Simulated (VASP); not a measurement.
Write the native input for VASP 6.6.1 that does the following.

```
Task                   : single point
Functional             : PBE
Potentials or basis    : VASP PAW PBE potentials, release 64 (Ta_pv, Si)
Cutoff                 : 520 eV
k mesh                 : 12 × 12 × 8
Occupations            : methfessel-paxton, width 0.1 eV
Spin                   : no spin polarisation
Dipole correction      : no
Further INCAR settings : ALGO = Normal; EDIFF = 1e-06; NBANDS = 38
```

The structure of TaSi2 lies in POSCAR:

```
TaSi2
1.0
    4.8062029673      0.0000000000      0.0000000000
   -2.4031014837      4.1622938655      0.0000000000
    0.0000000000      0.0000000000      6.5952407696
Ta Si
3 6
Direct
    0.5000000000      0.0000000000      0.5000000000
    0.5000000000      0.5000000000      0.8333333333
    0.0000000000      0.5000000000      0.1666666667
    0.1588834051      0.3177668103      0.5000000000
    0.8411165949      0.1588834051      0.8333333333
    0.6822331897      0.8411165949      0.1666666667
    0.8411165949      0.6822331897      0.5000000000
    0.1588834051      0.8411165949      0.8333333333
    0.3177668103      0.1588834051      0.1666666667
```

These files were run (other wordings do the same):

INCAR

```
SYSTEM = TaSi2
PREC = Accurate ; ENCUT = 520
EDIFF = 1E-6 ; ISMEAR = 1
SIGMA = 0.1 ; LREAL = .False.
LASPH = .True. ; NELM = 100
ALGO = Normal ; ISIF = 2
LWAVE = .False. ; LCHARG = .False.
GGA = PE ; NBANDS = 38
```

KPOINTS

```
Automatic mesh
0
Gamma
  12 12 8
  0 0 0
```

Potentials or basis: VASP PAW PBE potentials, release 64 (Ta_pv, Si).

Run with:

```bash
$ cat potpaw_PBE.64/Ta_pv/POTCAR potpaw_PBE.64/Si/POTCAR > POTCAR
$ mpirun -np 1 vasp_std > vasp.out
```

Results of the run:

```
Pressure      : 0.1 GPa
Largest force : 0.004 eV/Å
```

Wall time 8.6 min on 1 thread of AMD EPYC 7R13 Processor (Zen 3) (shared host), peak memory 0.46 GiB.
